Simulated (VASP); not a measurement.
# Si3As (I4/mmm) in VASP: further runs

Runs on Si3As. Level: PBE. Tasks: single point.

Everything below comes from runs of VASP 6.6.1. Logs are shortened: lines on timing, memory, paths and dates and some standing lists are left out, and cuts for length are marked.

### Step 1. The cell of the first run

Symmetry: I4/mmm, No. 139, tetragonal system. Conventional cell: a = 4.026 Å, b = 4.026 Å, c = 7.993 Å, α = 90.00°, β = 90.00°, γ = 90.00°. Within 3.7 Å of Si (site symmetry -4m2) lie 8 Si at 2.84 to 2.85 Å and 4 As at 2.84 Å. Si (site symmetry 4/mmm) has 8 Si at 2.84 Å and 4 As at 2.85 Å within 3.7 Å. As (site symmetry 4/mmm) has 12 Si at 2.84 to 2.85 Å within 3.7 Å.

The cell was built from a structure type or drawn by symmetry, and may not be a known phase.

### Step 2. Single point, PBE

The input, INCAR:

```
ALGO     = Normal         # electronic algorithm
EDIFF    = 1E-6           # SCF threshold, eV
ENCUT    = 520            # plane-wave cutoff, eV
GGA      = PE             # functional
ISIF     = 2              # what is computed and relaxed
ISMEAR   = 0              # smearing method
LASPH    = True           # aspherical terms in the spheres
LCHARG   = False          # write CHGCAR
LREAL    = False          # projectors in reciprocal space
LWAVE    = False          # write WAVECAR
NBANDS   = 16             # bands
NELM     = 100            # most SCF steps
PREC     = Accurate       # precision mode
SIGMA    = 0.1            # smearing width, eV
```

The input, KPOINTS:

```
k-points
0
Gamma
  6 6 6
```

The input, POSCAR:

```
Si3As
1.0
   -2.0130296200      2.0130296200      3.9963883400
    2.0130296200     -2.0130296200      3.9963883400
    2.0130296200      2.0130296200     -3.9963883400
Si As
3 1
Direct
    0.7500000000      0.2500000000      0.5000000000
    0.2500000000      0.7500000000      0.5000000000
    0.5000000000      0.5000000000      0.0000000000
    0.0000000000      0.0000000000      0.0000000000
```

Potentials or basis: VASP PAW PBE potentials, release 64 (Si, As).

The run is started by

```bash
$ cat potpaw_PBE.64/Si/POTCAR potpaw_PBE.64/As/POTCAR > POTCAR
$ mpirun -np 1 vasp_std > vasp.out
```

OUTCAR:

```text
EDIFF = 1E-6
   ENCUT = 520
   GGA = PE
   ISIF = 2
   ISMEAR = 0
   LASPH = True
   LREAL = False
   NELM = 100
   PREC = Accurate

 ion  position               nearest neighbor table
   1  0.750  0.250  0.500-   3 2.84   4 2.84   3 2.84   4 2.84   3 2.84   4 2.84   3 2.84   4 2.84
                             2 2.85   2 2.85   2 2.85   2 2.85
   2  0.250  0.750  0.500-   4 2.84   3 2.84   3 2.84   4 2.84   3 2.84   4 2.84   4 2.84   3 2.84
                             1 2.85   1 2.85   1 2.85   1 2.85
   3  0.500  0.500  0.000-   2 2.84   1 2.84   1 2.84   2 2.84   1 2.84   2 2.84   2 2.84   1 2.84
                             4 2.85   4 2.85   4 2.85   4 2.85
   4  0.000  0.000  0.000-   1 2.84   2 2.84   1 2.84   2 2.84   1 2.84   2 2.84   1 2.84   2 2.84
                             3 2.85   3 2.85   3 2.85   3 2.85

  LATTYP: Found a body centered tetragonal cell.
 ALAT       =     4.0260592400
 C/A-ratio  =     1.9852605746

  Lattice vectors:

 A1 = (  -2.0130296200,   2.0130296200,   3.9963883400)
 A2 = (   2.0130296200,  -2.0130296200,   3.9963883400)
 A3 = (   2.0130296200,   2.0130296200,  -3.9963883400)

Analysis of symmetry for initial positions (statically):
=====================================================================
 Subroutine PRICEL returns:
 Original cell was already a primitive cell.

 Routine SETGRP: Setting up the symmetry group for a
 body centered tetragonal supercell.

 Subroutine GETGRP returns: Found 16 space group operations
 (whereof 16 operations were pure point group operations)
 out of a pool of 16 trial point group operations.

The static configuration has the point symmetry D_4h.

Analysis of symmetry for dynamics (positions and initial velocities):
=====================================================================
 Subroutine PRICEL returns:
 Original cell was already a primitive cell.

 Routine SETGRP: Setting up the symmetry group for a
 body centered tetragonal supercell.

 Subroutine GETGRP returns: Found 16 space group operations
 (whereof 16 operations were pure point group operations)
 out of a pool of 16 trial point group operations.

The dynamic configuration has the point symmetry D_4h.

 Subroutine INISYM returns: Found 16 space group operations
 (whereof 16 operations are pure point group operations),
 and found     1 'primitive' translations

----------------------------------------------------------------------------------------

                                     Primitive cell

  volume of cell :      64.7781

  direct lattice vectors                    reciprocal lattice vectors
    -2.013029620  2.013029620  3.996388340     0.000000000  0.248381840  0.125112966
     2.013029620 -2.013029620  3.996388340     0.248381840  0.000000000  0.125112966
     2.013029620  2.013029620 -3.996388340     0.248381840  0.248381840  0.000000000

  length of vectors
     4.906699121  4.906699121  4.906699121     0.278112913  0.278112913  0.351264966

  position of ions in fractional coordinates (direct lattice)
     0.750000000  0.250000000  0.500000000
     0.250000000  0.750000000  0.500000000
     0.500000000  0.500000000  0.000000000
     0.000000000  0.000000000  0.000000000

  ion indices of the primitive-cell ions
   primitive index   ion index
                 1           1
                 2           2
                 3           3
                 4           4

----------------------------------------------------------------------------------------

 KPOINTS: k-points

Automatic generation of k-mesh.
 Grid dimensions read from file:
 generate k-points for:    6    6    6

 Generating k-lattice:

  Cartesian coordinates                     Fractional coordinates (reciprocal lattice)
     0.000000000  0.041396973  0.020852161     0.166666667  0.000000000  0.000000000
     0.041396973  0.000000000  0.020852161     0.000000000  0.166666667  0.000000000
     0.041396973  0.041396973  0.000000000     0.000000000  0.000000000  0.166666667

  Length of vectors
     0.046352152  0.046352152  0.058544161

  Shift w.r.t. Gamma in fractional coordinates (k-lattice)
     0.000000000  0.000000000  0.000000000

 Subroutine IBZKPT returns following result:
 ===========================================

 Found     30 irreducible k-points:

 Following reciprocal coordinates:
            Coordinates               Weight
  0.000000  0.000000  0.000000      1.000000
  0.166667  0.000000 -0.000000      8.000000
  0.333333  0.000000 -0.000000      8.000000
  0.500000  0.000000 -0.000000      4.000000
  0.166667  0.166667  0.000000      8.000000
  0.333333  0.166667 -0.000000     16.000000
[... 16 lines left out ...]
 -0.333333 -0.333333  0.166667      8.000000
 -0.166667 -0.333333  0.166667      8.000000
 [... further k-points ...]
   k-points           NKPTS =     30   k-points in BZ     NKDIM =     30   number of bands    NBANDS=     16
   number of dos      NEDOS =    301   number of ions     NIONS =      4
   total plane-waves  NPLWV =  46656
   dimension x,y,z NGX =    36 NGY =   36 NGZ =   36
   dimension x,y,z NGXF=    72 NGYF=   72 NGZF=   72
   ions per type =               3   1
   NGX,Y,Z   is equivalent  to a cutoff of  12.20, 12.20, 12.20 a.u.
   NGXF,Y,Z  is equivalent  to a cutoff of  24.39, 24.39, 24.39 a.u.
 SYSTEM =  unknown system
   PREC   = accura    normal or accurate (medium, high low for compatibility)
   ISTART =      0    job   : 0-new  1-cont  2-samecut
   ICHARG =      2    charge: 1-file 2-atom 10-const
   ISPIN  =      1    spin polarized calculation?
   LNONCOLLINEAR =      F non collinear calculations
   LSORBIT =      F    spin-orbit coupling
   LASPH  =      T    aspherical Exc in radial PAW
   ENCUT  =  520.0 eV  38.22 Ry    6.18 a.u.   9.12  9.12  9.12*2*pi/ulx,y,z
   NELM   =    100;   NELMIN=  2; NELMDL= -5     # of ELM steps
   EDIFF  = 0.1E-05   stopping-criterion for ELM
   LREAL  =      F    real-space projection
   EDIFFG = 0.1E-04   stopping-criterion for IOM
   NSW    =      0    number of steps for IOM
   IBRION =     -1    ionic relax: 0-MD 1-quasi-New 2-CG
   NFREE  =      0    steps in history (QN), initial steepest desc. (CG)
   ISIF   =      2    stress and relaxation
   ISYM   =      2    0-nonsym 1-usesym 2-fastsym
   POTIM  = 0.5000    time-step for ionic-motion
   TEBEG  =    0.0;   TEEND  =   0.0 temperature during run
   PSTRESS=    0.0 pullay stress
   NELECT =      17.0000    total number of electrons
   NUPDOWN=      -1.0000    fix difference up-down
   EMIN   =  10.00;   EMAX   =-10.00  energy-range for DOS
   EFERMI =   0.00;   METHOD = LEGACY
   ISMEAR =     0;   SIGMA  =   0.10  broadening in eV -4-tet -1-fermi 0-gaus
   EFERMI_NEDOS =   21; number of points for ismear=-14 and -15
   IALGO  =     38    algorithm
   IMIX   =      4    mixing-type and parameters
     AMIX     =   0.40;   BMIX     =  1.00
     AMIX_MAG =   1.60;   BMIX_MAG =  1.00
  volume/ion in A,a.u.               =      16.19       109.29
  Fermi-wavevector in a.u.,A,eV,Ry     =   1.048130  1.980678 14.947040  1.098576
  Thomas-Fermi vector in A             =   2.183039
   LORBIT       =      0    0 simple, 1 ext, 2 COOP (PROOUT), +10 PAW based schemes
   GGA     = PE    functional components
   LHFCALC =     F    Hartree Fock is set to
   AEXX    =    0.0000 exact exchange contribution
   IVDW    =     0    specifies the selected vdW correction
   LEPSILON=     F    determine dielectric tensor
   LRPA    =     F    only Hartree local field effects (RPA)
 non-spin polarized calculation
 Gauss-broadening in eV      SIGMA  =   0.10
  energy-cutoff  :      520.00
  volume of cell :       64.78
 maximum number of plane-waves:      1774
   NGX = 19   NGY = 19   NGZ = 19

 number of electron      17.0000000 magnetization

 Free energy of the ion-electron system (eV)
  ---------------------------------------------------
  ext. energy  EPLUGINS =         0.00000000
  ---------------------------------------------------
  free energy    TOTEN  =       -18.52200976 eV

  energy without entropy =      -18.51428332  energy(sigma->0) =      -18.51814654

 E-fermi :   8.6728     XC(G=0): -10.9345

 val. band max:        8.6102867682   @ k =   0.5000   0.5000   0.1667
 cond. band min:       8.7107703619   @ k =   0.1667   0.0000  -0.0000
 fundamental gap:      0.1004835937
 Fermi energy:         8.6728170801

 k-point     1 :       0.0000    0.0000    0.0000
  band No.  band energies     occupation
      1      -5.8897      2.00000
      2       1.8297      2.00000
      3       3.3591      2.00000
      4       4.6565      2.00000
      5       5.0732      2.00000
      6       5.0732      2.00000
[... 8 lines left out ...]
     15      14.4543      0.00000
     16      17.7905      0.00000

 k-point     2 :       0.1667    0.0000   -0.0000
  band No.  band energies     occupation
      1      -5.5997      2.00000
      2       0.9366      2.00000
      3       2.6358      2.00000
      4       3.4320      2.00000
      5       4.9581      2.00000
      6       5.0038      2.00000
[... 8 lines left out ...]
     15      15.7986      0.00000
     16      16.1922      0.00000

 k-point     3 :       0.3333    0.0000   -0.0000
  band No.  band energies     occupation
      1      -4.7697      2.00000
      2      -0.9202      2.00000
      3       1.5711      2.00000
      4       2.3515      2.00000
      5       5.1469      2.00000
      6       5.6020      2.00000
[... 8 lines left out ...]
     15      13.2859      0.00000
     16      15.9636      0.00000

 k-point     4 :       0.5000    0.0000   -0.0000
  band No.  band energies     occupation
      1      -3.9254      2.00000
      2      -2.2389      2.00000
      3       1.3197      2.00000
      4       1.9545      2.00000
      5       5.5730      2.00000
      6       6.0607      2.00000
[... 8 lines left out ...]
     15      13.9808      0.00000
     16      14.7548      0.00000
[... 324 lines left out ...]
 k-point    22 :      -0.1667    0.5000    0.1667
  band No.  band energies     occupation
      1      -4.2029      2.00000
      2      -1.5552      2.00000
      3      -0.3105      2.00000
      4       3.6303      2.00000
      5       4.4713      2.00000
      6       5.6237      2.00000
[... 8 lines left out ...]
     15      11.6826      0.00000
     16      16.5872      0.00000

 k-point    23 :      -0.3333   -0.3333    0.1667
  band No.  band energies     occupation
      1      -4.5744      2.00000
      2      -1.2722      2.00000
      3       0.8249      2.00000
      4       1.5030      2.00000
      5       5.9334      2.00000
      6       6.6631      2.00000
[... 8 lines left out ...]
     15      14.4894      0.00000
     16      14.9485      0.00000

 k-point    24 :      -0.1667   -0.3333    0.1667
  band No.  band energies     occupation
      1      -5.1530      2.00000
      2      -0.6016      2.00000
      3       1.2074      2.00000
      4       3.7034      2.00000
      5       4.0665      2.00000
      6       6.1329      2.00000
[... 8 lines left out ...]
     15      13.9816      0.00000
     16      15.3879      0.00000

 [... further k-points ...]
[... 5 lines left out ...]
  --------------------------------------------------------------------------------------
  -------------------------------------------------------------------------------------
  Total       -0.6350617     -0.6350617      0.7436861      0.0000000     -0.0000000      0.0000000
  in kB      -15.7071896    -15.7071896     18.3938341      0.0000000     -0.0000000      0.0000000
  external PRESSURE =      -4.3401817 kB  Pullay stress =       0.0000000 kB

 VOLUME and BASIS-vectors are now :
 -----------------------------------------------------------------------------
  energy-cutoff  :      520.00
  volume of cell :       64.78
      direct lattice vectors                 reciprocal lattice vectors
    -2.013029620  2.013029620  3.996388340     0.000000000  0.248381840  0.125112966
     2.013029620 -2.013029620  3.996388340     0.248381840  0.000000000  0.125112966
     2.013029620  2.013029620 -3.996388340     0.248381840  0.248381840  0.000000000

 POSITION                                       TOTAL-FORCE (eV/Angst)
 -----------------------------------------------------------------------------------
      0.00000      2.01303      1.99819        -0.000000      0.000000     -0.000000
      2.01303      0.00000      1.99819         0.000000      0.000000      0.000000
      0.00000      0.00000      3.99639        -0.000000     -0.000000     -0.000000
      0.00000      0.00000      0.00000        -0.000000     -0.000000     -0.000000
 -----------------------------------------------------------------------------------
    total drift:                               -0.000000      0.000000      0.000000

  FREE ENERGIE OF THE ION-ELECTRON SYSTEM (eV)
  ---------------------------------------------------
  free  energy   TOTEN  =       -18.5220097642 eV

  energy  without entropy=      -18.5142833202  energy(sigma->0) =      -18.51814654
```

It took 15 s on 1 thread of Intel Xeon Platinum 8488C (Sapphire Rapids), shared host; peak memory 0.21 GiB.

Results:

```yaml
Free_energy: -18.5220 eV
Pressure: -0.4 GPa
Band_gap_on_the_k_mesh: zero (an odd number of electrons rules out a gap without spin polarisation)
```

Stress tensor (GPa, compression positive):
```
-1.57  0.00  0.00
 0.00 -1.57  0.00
 0.00  0.00  1.84
```

### Step 3. Single point, PBE

The input, INCAR:

```
PREC = Accurate
ENCUT = 520
EDIFF = 1E-6
ISMEAR = 0
SIGMA = 0.1
LREAL = F
LASPH = T
NELM = 80
ALGO = Normal
ISIF = 2
LWAVE = F
LCHARG = F
GGA = PE
NBANDS = 16
```

The input, KPOINTS:

```
regular mesh
0
Gamma
  16 16 16
```

The input, POSCAR:

```
Si3As
1.0
   -2.0117039640      2.0117039640      3.9944529569
    2.0117039640     -2.0117039640      3.9944529569
    2.0117039640      2.0117039640     -3.9944529569
Si As
3 1
Direct
    0.7500000000      0.2500000000      0.5000000000
    0.2500000000      0.7500000000      0.5000000000
    0.5000000000      0.5000000000      0.0000000000
    0.0000000000      0.0000000000      0.0000000000
```

Potentials or basis: VASP PAW PBE potentials, release 64 (Si, As).

The run is started by

```bash
$ cat potpaw_PBE.64/Si/POTCAR potpaw_PBE.64/As/POTCAR > POTCAR
$ mpirun -np 1 vasp_std > vasp.out
```

Run time: 2.3 min. Hardware: 1 thread of Intel Xeon Platinum 8488C (Sapphire Rapids), shared host; peak memory 0.45 GiB.

It converged, with:

```yaml
Free_energy: -18.5326 eV
Pressure: 0.1 GPa
Band_gap_on_the_k_mesh: zero (an odd number of electrons rules out a gap without spin polarisation)
```

Levels at points of the mesh, in eV from the Fermi level:
```
           k point  band 6  band 7  band 8  band 9  band 10  band 11
(0.00, 0.00, 0.00)   -3.64   -3.36   -2.75   -2.75    -1.75    -1.20
(0.50, 0.00, 0.00)   -2.65   -2.25   -2.24    1.03     1.36     1.68
(0.50, 0.50, 0.00)   -6.65   -1.34   -0.78   -0.67    -0.57     5.37
(0.50, 0.50, 0.50)   -4.64    1.62    2.18    2.18     2.71     4.02
```
